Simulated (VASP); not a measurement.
# Al3Ni2 (P-3m1) in VASP: further runs

Runs on Al3Ni2. Level: PBEsol. Tasks: single point.

All numbers are computed with VASP 6.6.1; they aren't measurements. Logs are shortened: lines on timing, memory, paths and dates and some standing lists are left out, and cuts for length are marked.

**1. The cell of the first run**

The structure is trigonal, space group P-3m1 (No. 164). The conventional cell has a = 4.003 Å, b = 4.003 Å, c = 5.102 Å, α = 90.00°, β = 90.00°, γ = 120.00°. Al (site symmetry -3m) has 6 Ni at 2.43 Å and 6 Al at 2.93 Å within 3.2 Å. Al (site symmetry 3m) has 5 Ni at 2.54 to 2.56 Å and 6 Al at 2.76 to 2.93 Å within 3.4 Å. Ni (site symmetry 3m) has 8 Al at 2.43 to 2.56 Å and 3 Ni at 2.75 Å within 3.2 Å.

**2. Single point, PBEsol (strain +0.000 along x and y, +0.050 along z)**

INCAR reads:

```
SYSTEM = Al3Ni2
ALGO = Fast
EDIFF = 1E-6
ENCUT = 520
GGA = PS
ISIF = 2
ISMEAR = 0
LASPH = .TRUE.
LCHARG = .TRUE.
LELF = .TRUE.
LREAL = .FALSE.
LVHAR = .TRUE.
LWAVE = .FALSE.
NBANDS = 22
NELM = 60
PREC = Accurate
SIGMA = 0.15
```

KPOINTS reads:

```
k-points
0
G
  12 12 10
  0 0 0
```

POSCAR reads:

```
Al3Ni2
1.0
    4.0031396433      0.0000000000      0.0000000000
   -2.0015698216      3.4668206260      0.0000000000
    0.0000000000      0.0000000000      5.1024378412
Al Ni
3 2
Direct
    0.0000000000      0.0000000000      0.0000000000
    0.3333333333      0.6666666667      0.6477829059
    0.6666666667      0.3333333333      0.3522170941
    0.3333333333      0.6666666667      0.1455709067
    0.6666666667      0.3333333333      0.8544290933
```

Potentials or basis: VASP PAW PBE potentials, release 64 (Al, Ni).

Command:

```sh
cat potpaw_PBE.64/Al/POTCAR potpaw_PBE.64/Ni/POTCAR > POTCAR
mpirun -np 1 vasp_std > vasp.out
```

OUTCAR:

```text
SYSTEM = Al3Ni2
   EDIFF = 1E-6
   ENCUT = 520
   GGA = PS
   ISIF = 2
   ISMEAR = 0
   LASPH = .TRUE.
   LREAL = .FALSE.
   NELM = 60
   PREC = Accurate

 ion  position               nearest neighbor table
   1  0.000  0.000  0.000-   4 2.43   5 2.43   4 2.43   5 2.43   5 2.43   4 2.43   2 2.93   3 2.93
                             2 2.93   3 2.93   2 2.93   3 2.93
   2  0.333  0.667  0.648-   4 2.54   5 2.54   5 2.54   5 2.54   4 2.56   3 2.76   3 2.76   3 2.76
                             1 2.93   1 2.93   1 2.93
   3  0.667  0.333  0.352-   5 2.54   4 2.54   4 2.54   4 2.54   5 2.56   2 2.76   2 2.76   2 2.76
                             1 2.93   1 2.93   1 2.93
   4  0.333  0.667  0.146-   1 2.43   1 2.43   1 2.43   2 2.54   3 2.54   3 2.54   3 2.54   2 2.56
                             5 2.75   5 2.75   5 2.75
   5  0.667  0.333  0.854-   1 2.43   1 2.43   1 2.43   3 2.54   2 2.54   2 2.54   2 2.54   3 2.56
                             4 2.75   4 2.75   4 2.75

  LATTYP: Found a hexagonal cell.
 ALAT       =     4.0031396433
 C/A-ratio  =     1.2746090059

  Lattice vectors:

 A1 = (   4.0031396433,   0.0000000000,   0.0000000000)
 A2 = (  -2.0015698216,   3.4668206260,   0.0000000000)
 A3 = (   0.0000000000,   0.0000000000,   5.1024378412)

Analysis of symmetry for initial positions (statically):
=====================================================================
 Subroutine PRICEL returns:
 Original cell was already a primitive cell.

 Routine SETGRP: Setting up the symmetry group for a
 hexagonal supercell.

 Subroutine GETGRP returns: Found 12 space group operations
 (whereof 12 operations were pure point group operations)
 out of a pool of 24 trial point group operations.

The static configuration has the point symmetry D_3d.

Analysis of symmetry for dynamics (positions and initial velocities):
=====================================================================
 Subroutine PRICEL returns:
 Original cell was already a primitive cell.

 Routine SETGRP: Setting up the symmetry group for a
 hexagonal supercell.

 Subroutine GETGRP returns: Found 12 space group operations
 (whereof 12 operations were pure point group operations)
 out of a pool of 24 trial point group operations.

The dynamic configuration has the point symmetry D_3d.

 Subroutine INISYM returns: Found 12 space group operations
[... 96 lines left out ...]
   ICHARG =      2    charge: 1-file 2-atom 10-const
   ISPIN  =      1    spin polarized calculation?
   LNONCOLLINEAR =      F non collinear calculations
   LSORBIT =      F    spin-orbit coupling
   LASPH  =      T    aspherical Exc in radial PAW
   ENCUT  =  520.0 eV  38.22 Ry    6.18 a.u.   7.44  7.44  9.49*2*pi/ulx,y,z
   NELM   =     60;   NELMIN=  2; NELMDL= -5     # of ELM steps
   EDIFF  = 0.1E-05   stopping-criterion for ELM
   LREAL  =      F    real-space projection
   EDIFFG = 0.1E-04   stopping-criterion for IOM
   NSW    =      0    number of steps for IOM
   IBRION =     -1    ionic relax: 0-MD 1-quasi-New 2-CG
   NFREE  =      0    steps in history (QN), initial steepest desc. (CG)
   ISIF   =      2    stress and relaxation
   ISYM   =      2    0-nonsym 1-usesym 2-fastsym
   POTIM  = 0.5000    time-step for ionic-motion
   TEBEG  =    0.0;   TEEND  =   0.0 temperature during run
   PSTRESS=    0.0 pullay stress
   NELECT =      29.0000    total number of electrons
   NUPDOWN=      -1.0000    fix difference up-down
   EMIN   =  10.00;   EMAX   =-10.00  energy-range for DOS
   EFERMI =   0.00;   METHOD = LEGACY
   ISMEAR =     0;   SIGMA  =   0.15  broadening in eV -4-tet -1-fermi 0-gaus
   EFERMI_NEDOS =   21; number of points for ismear=-14 and -15
   IALGO  =     68    algorithm
   IMIX   =      4    mixing-type and parameters
     AMIX     =   0.40;   BMIX     =  1.00
     AMIX_MAG =   1.60;   BMIX_MAG =  1.00
  volume/ion in A,a.u.               =      14.16        95.57
  Fermi-wavevector in a.u.,A,eV,Ry     =   1.215731  2.297399 20.109442  1.478002
  Thomas-Fermi vector in A             =   2.351108
   LORBIT       =      0    0 simple, 1 ext, 2 COOP (PROOUT), +10 PAW based schemes
   GGA     = PS    functional components
   LHFCALC =     F    Hartree Fock is set to
   AEXX    =    0.0000 exact exchange contribution
   IVDW    =     0    specifies the selected vdW correction
   LEPSILON=     F    determine dielectric tensor
   LRPA    =     F    only Hartree local field effects (RPA)
 non-spin polarized calculation
 RMM-DIIS sequential band-by-band and
 Gauss-broadening in eV      SIGMA  =   0.15
  energy-cutoff  :      520.00
  volume of cell :       70.81
 maximum number of plane-waves:      1927
 NGX is ok and might be reduce to    30
   NGX = 15   NGY = 15   NGZ = 19

 number of electron      28.9999991 magnetization

 Free energy of the ion-electron system (eV)
  ---------------------------------------------------
  ext. energy  EPLUGINS =         0.00000000
  ---------------------------------------------------
  free energy    TOTEN  =       -27.53355166 eV

  energy without entropy =      -27.51793038  energy(sigma->0) =      -27.52574102

 E-fermi :   7.9716     XC(G=0): -11.1490

 val. band max:        7.8995906745   @ k =   0.3333   0.2500   0.5000
 cond. band min:       7.9783560898   @ k =   0.1667   0.1667   0.5000
 fundamental gap:      0.0787654154
 Fermi energy:         7.9715815292

 k-point     1 :       0.0000    0.0000    0.0000
  band No.  band energies     occupation
      1      -2.3090      2.00000
      2       2.6990      2.00000
      3       2.9873      2.00000
      4       4.5620      2.00000
      5       4.5620      2.00000
      6       5.1362      2.00000
[... 589 lines left out ...]
     21      13.8986      0.00000
     22      14.1956      0.00000

 [... further k-points ...]
[... 5 lines left out ...]
  --------------------------------------------------------------------------------------
  -------------------------------------------------------------------------------------
  Total       -1.5952730     -1.5952730     -5.5047105     -0.0000000      0.0000000      0.0000000
  in kB      -36.0940615    -36.0940615   -124.5475625     -0.0000000      0.0000000      0.0000000
  external PRESSURE =     -65.5785618 kB  Pullay stress =       0.0000000 kB

 VOLUME and BASIS-vectors are now :
 -----------------------------------------------------------------------------
  energy-cutoff  :      520.00
  volume of cell :       70.81
      direct lattice vectors                 reciprocal lattice vectors
     4.003139643  0.000000000  0.000000000     0.249803926  0.144224364  0.000000000
    -2.001569822  3.466820626  0.000000000     0.000000000  0.288448728  0.000000000
     0.000000000  0.000000000  5.102437841     0.000000000  0.000000000  0.195984749

 POSITION                                       TOTAL-FORCE (eV/Angst)
 -----------------------------------------------------------------------------------
      0.00000      0.00000      0.00000        -0.000000      0.000000      0.000000
     -0.00000      2.31121      3.30527         0.000000      0.000000      0.138212
      2.00157      1.15561      1.79717        -0.000000      0.000000     -0.138212
     -0.00000      2.31121      0.74277         0.000000     -0.000000      0.036607
      2.00157      1.15561      4.35967        -0.000000     -0.000000     -0.036607
 -----------------------------------------------------------------------------------
    total drift:                               -0.000000      0.000000      0.000000

  FREE ENERGIE OF THE ION-ELECTRON SYSTEM (eV)
  ---------------------------------------------------
  free  energy   TOTEN  =       -27.5335516554 eV

  energy  without entropy=      -27.5179303770  energy(sigma->0) =      -27.52574102
```

stdout:

```text
POSCAR found type information on POSCAR AlNi
 POSCAR found :  2 types and       5 ions
 scaLAPACK will be used
 -----------------------------------------------------------------------------
|                                                                             |
|                                                                             |
|     You enforced a specific xc type in the INCAR file but a different       |
|     I HOPE YOU KNOW WHAT YOU ARE DOING!                                     |
|                                                                             |
 -----------------------------------------------------------------------------

 LDA part: xc-table for (Slater+PW92), standard interpolation
 POSCAR, INCAR and KPOINTS ok, starting setup
 FFT: planning ... GRIDC
 FFT: planning ... GRID_SOFT
 FFT: planning ... GRID
 WAVECAR not read
 entering main loop
```

Run time: 8.9 min. Hardware: 1 thread of Intel Xeon 8259CL, shared host; peak memory 0.35 GiB.

What came out:

| Quantity | Value |
| --- | --- |
| Free energy | -27.5336 eV |
| Pressure | -6.6 GPa |
| Largest force | 0.138 eV/Å |
| Band gap on the k mesh | zero (an odd number of electrons rules out a gap without spin polarisation) |

Forces on the atoms (eV/Å):
```
Al   0.000  0.000  0.000
Al   0.000  0.000  0.138
Al   0.000  0.000 -0.138
Ni   0.000  0.000  0.037
Ni   0.000  0.000 -0.037
```

Levels at points of the mesh, in eV from the Fermi level:
```tsv
k point	band 12	band 13	band 14	band 15	band 16	band 17	band 18	band 19
(0.00, 0.00, 0.00)	-1.56	-1.24	1.49	1.49	3.32	3.32	4.50	4.72
(0.50, 0.00, 0.00)	-1.71	-1.54	-1.50	-1.35	1.09	1.64	2.30	4.47
(0.00, 0.00, 0.50)	-1.65	2.75	2.77	2.77	3.03	3.03	3.59	4.37
(0.50, 0.00, 0.50)	-1.75	-1.65	-1.06	-0.24	1.49	2.20	3.27	5.60
```

Caveat: the cell differs from its parent crystal (strain +0.000 along x and y, +0.050 along z); the cell stands under tension; the PAW data sets were made with another functional, which shifts forces and pressure a little. Spin polarisation is off, so any magnetic state and its effect on volume and gap are missing.

**3. Single point, PBEsol (strain +0.025 along x and y, +0.000 along z)**

INCAR reads:

```
ALGO     = Fast           # electronic algorithm
EDIFF    = 1E-7           # SCF threshold, eV
ENCUT    = 520            # plane-wave cutoff, eV
GGA      = PS             # functional
ISIF     = 2              # what is computed and relaxed
ISMEAR   = 0              # smearing method
LASPH    = T              # aspherical terms in the spheres
LCHARG   = T              # write CHGCAR
LELF     = T              # ELF
LREAL    = F              # projectors in reciprocal space
LVHAR    = T            
LWAVE    = F              # write WAVECAR
NBANDS   = 22             # bands
NELM     = 60             # most SCF steps
PREC     = Accurate       # precision mode
SIGMA    = 0.15           # smearing width, eV
```

KPOINTS reads:

```
k-points
0
Gamma
  12 12 10
```

POSCAR: that of step 2 with these lines changed.

```diff
@@ -2,5 +2,5 @@
 1.0
-    4.0031396433      0.0000000000      0.0000000000
-   -2.0015698216      3.4668206260      0.0000000000
-    0.0000000000      0.0000000000      5.1024378412
+    4.1032181344      0.0000000000      0.0000000000
+   -2.0516090672      3.5534911417      0.0000000000
+    0.0000000000      0.0000000000      4.8594646107
 Al Ni
```

Potentials or basis: VASP PAW PBE potentials, release 64 (Al, Ni).

Command:

```sh
cat potpaw_PBE.64/Al/POTCAR potpaw_PBE.64/Ni/POTCAR > POTCAR
mpirun -np 1 vasp_std > vasp.out
```

Wall time 8.1 min (1 thread of Intel Xeon 8259CL, shared host); peak memory 0.35 GiB.

The run converged. Its results:

- Free energy: -27.5847 eV
- Pressure: -6.0 GPa
- Largest force: 0.070 eV/Å
- Band gap on the k mesh: zero (an odd number of electrons rules out a gap without spin polarisation)

Forces on the atoms (eV/Å):
```
Al   0.000  0.000  0.000
Al   0.000  0.000  0.033
Al   0.000  0.000 -0.033
Ni   0.000  0.000 -0.070
Ni   0.000  0.000  0.070
```

Stress tensor (GPa, compression positive):
```
-7.54  0.00  0.00
 0.00 -7.54  0.00
 0.00  0.00 -2.90
```

Levels at points of the mesh, in eV from the Fermi level:
```
           k point  band 11  band 12  band 13  band 14  band 15  band 16  band 17  band 18  band 19  band 20
(0.00, 0.00, 0.00)    -1.59    -1.59    -1.22     1.11     1.11     2.91     2.91     3.91     4.19     6.58
(0.50, 0.00, 0.00)    -1.99    -1.73    -1.46    -1.41    -1.12     1.36     1.92     2.14     4.70     5.17
(0.00, 0.00, 0.50)    -1.65    -1.65     2.58     2.58     2.74     2.74     3.32     4.07     4.18     4.29
(0.50, 0.00, 0.50)    -1.78    -1.62    -1.61    -1.00    -0.32     1.47     1.93     2.91     6.58     7.26
```

Caveat: the cell differs from its parent crystal (strain +0.025 along x and y, +0.000 along z); the cell stands under tension; the PAW data sets were made with another functional, which shifts forces and pressure a little.

**4. Single point, PBEsol (strain +0.050 along x and y, -0.025 along z)**

INCAR reads:

```
PREC = Accurate
ENCUT = 520
EDIFF = 1E-6
ISMEAR = 0
SIGMA = 0.15
LREAL = False
LASPH = True
NELM = 60
ALGO = Fast
ISIF = 2
LWAVE = False
LCHARG = True
GGA = PS
LELF = True
LVHAR = True
NBANDS = 22
```

KPOINTS reads:

```
regular mesh
0
Gamma
  12 12 10
```

POSCAR: that of step 3 with these lines changed.

```diff
@@ -2,5 +2,5 @@
 1.0
-    4.1032181344      0.0000000000      0.0000000000
-   -2.0516090672      3.5534911417      0.0000000000
-    0.0000000000      0.0000000000      4.8594646107
+    4.2032966255      0.0000000000      0.0000000000
+   -2.1016483127      3.6401616573      0.0000000000
+    0.0000000000      0.0000000000      4.7379779954
 Al Ni
```

Command:

```sh
cat potpaw_PBE.64/Al/POTCAR potpaw_PBE.64/Ni/POTCAR > POTCAR
mpirun -np 1 vasp_std > vasp.out
```

It took 10 min on 1 thread of Intel Xeon 8259CL, shared host; peak memory 0.36 GiB.

It converged, with:

```yaml
Free_energy: -27.3655 eV
Pressure: -7.7 GPa
Largest_force: 0.141 eV/Å
Band_gap_on_the_k_mesh: zero (an odd number of electrons rules out a gap without spin polarisation)
```

Forces in eV/Å, atoms in the order of the input:
```
Al   0.000  0.000  0.000
Al   0.000  0.000 -0.011
Al   0.000  0.000  0.011
Ni   0.000  0.000 -0.141
Ni   0.000  0.000  0.141
```

Stress tensor (GPa, compression positive):
```
-12.86   0.00   0.00
  0.00 -12.86   0.00
  0.00   0.00   2.75
```

Levels at points of the mesh, in eV from the Fermi level:
```tsv
k point	band 12	band 13	band 14	band 15	band 16	band 17	band 18	band 19
(0.00, 0.00, 0.00)	-1.46	-1.16	0.89	0.89	2.63	2.63	3.42	3.72
(0.50, 0.00, 0.00)	-1.63	-1.39	-1.21	-0.91	1.53	1.72	2.37	4.85
(0.00, 0.00, 0.50)	-1.54	2.45	2.45	2.57	2.57	3.09	3.82	3.82
(0.50, 0.00, 0.50)	-1.52	-1.50	-0.94	-0.32	1.47	1.72	2.60	7.19
```

Caveat: the cell differs from its parent crystal (strain +0.050 along x and y, -0.025 along z); the cell stands under tension; the PAW data sets were made with another functional, which shifts forces and pressure a little.

**5. Single point, PBEsol (strain +0.025 along x and y, +0.025 along z)**

INCAR reads:

```
SYSTEM = Al3Ni2
ALGO = Fast
EDIFF = 1E-6
ENCUT = 520
GGA = PS
ISIF = 2
ISMEAR = 0
LASPH = .TRUE.
LCHARG = .FALSE.
LREAL = .FALSE.
LWAVE = .FALSE.
NBANDS = 22
NELM = 60
PREC = Accurate
SIGMA = 0.15
```

KPOINTS reads:

```
k-points
0
G
  12 12 10
  0 0 0
```

POSCAR: that of step 4 with these lines changed.

```diff
@@ -2,5 +2,5 @@
 1.0
-    4.2032966255      0.0000000000      0.0000000000
-   -2.1016483127      3.6401616573      0.0000000000
-    0.0000000000      0.0000000000      4.7379779954
+    4.1032181344      0.0000000000      0.0000000000
+   -2.0516090672      3.5534911417      0.0000000000
+    0.0000000000      0.0000000000      4.9809512260
 Al Ni
```

Command:

```sh
cat potpaw_PBE.64/Al/POTCAR potpaw_PBE.64/Ni/POTCAR > POTCAR
mpirun -np 1 vasp_std > vasp.out
```

It took 8.3 min on 1 thread of Intel Xeon 8259CL, shared host; peak memory 0.36 GiB.

Results (log left out):

```
Free energy            : -27.5155 eV
Pressure               : -9.8 GPa
Largest force          : 0.097 eV/Å
Band gap on the k mesh : zero (an odd number of electrons rules out a gap without spin polarisation)
```

Forces in eV/Å, atoms in the order of the input:
```
Al   0.000  0.000  0.000
Al   0.000  0.000  0.097
Al   0.000  0.000 -0.097
Ni   0.000  0.000 -0.058
Ni   0.000  0.000  0.058
```

Stress tensor (GPa, compression positive):
```
 -9.60   0.00   0.00
  0.00  -9.60   0.00
  0.00   0.00 -10.20
```

Levels at points of the mesh, in eV from the Fermi level:
| k point | band 12 | band 13 | band 14 | band 15 | band 16 | band 17 | band 18 | band 19 |
| --- | --- | --- | --- | --- | --- | --- | --- | --- |
| (0.00, 0.00, 0.00) | -1.53 | -1.19 | 1.22 | 1.22 | 2.99 | 2.99 | 3.97 | 4.18 |
| (0.50, 0.00, 0.00) | -1.69 | -1.43 | -1.42 | -1.18 | 1.22 | 1.78 | 2.10 | 4.55 |
| (0.00, 0.00, 0.50) | -1.63 | 2.59 | 2.59 | 2.82 | 2.82 | 3.23 | 3.92 | 4.06 |
| (0.50, 0.00, 0.50) | -1.61 | -1.57 | -0.99 | -0.29 | 1.44 | 1.97 | 2.92 | 6.17 |

Caveat: the cell differs from its parent crystal (strain +0.025 along x and y, +0.025 along z); the cell stands under tension; the PAW data sets were made with another functional, which shifts forces and pressure a little. Spin polarisation is off, so any magnetic state and its effect on volume and gap are missing.

[end of part 1 of 2]
